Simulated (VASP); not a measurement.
Wanted: the native input for a VASP 6.6.1 run.

```yaml
Task: single point
Functional: PBEsol
Potentials_or_basis: VASP PAW PBE potentials, release 64 (As)
Cutoff: 520 eV
k_mesh: 12 × 12 × 12
Occupations: gaussian, width 0.02 eV
Spin: no spin polarisation
Dipole_correction: no
Further_INCAR_settings: ALGO = Normal; EDIFF = 1e-06; NBANDS = 24
```

The structure of As lies in POSCAR:

```
As
1.0
    4.8680734855      2.8105835372      1.6923898909
   -4.8680734855      2.8105835372      1.6923898909
    0.0000000000     -5.6211670746      1.6923898907
As
6
Direct
    0.4479268114      0.2717148824      0.9907806984
    0.9907806984      0.4479268114      0.2717148824
    0.2717148824      0.9907806984      0.4479268114
    0.5520731886      0.7282851176      0.0092193016
    0.0092193016      0.5520731886      0.7282851176
    0.7282851176      0.0092193016      0.5520731886
```

These files were run (other wordings do the same):

INCAR

```
SYSTEM = As
PREC = Accurate
ENCUT = 520
EDIFF = 1E-6
ISMEAR = 0
SIGMA = 0.02
LREAL = .FALSE.
LASPH = .TRUE.
NELM = 100
ALGO = Normal
ISIF = 2
LWAVE = .FALSE.
LCHARG = .FALSE.
GGA = PS
NBANDS = 24
```

KPOINTS

```
Automatic mesh
0
G
  12 12 12
  0 0 0
```

Potentials or basis: VASP PAW PBE potentials, release 64 (As).

Run with:

```console
$ cat potpaw_PBE.64/As/POTCAR > POTCAR
$ mpirun -np 1 vasp_std > vasp.out
```

It gave:

The pressure is 0.4 GPa and the largest force is 0.075 eV/Å.

Caveat: the PAW data sets were made with another functional, which shifts forces and pressure a little.

Run time: 17 min on 1 thread of Oxide Virtual Turin-like Processor (shared host), peak memory 0.78 GiB.
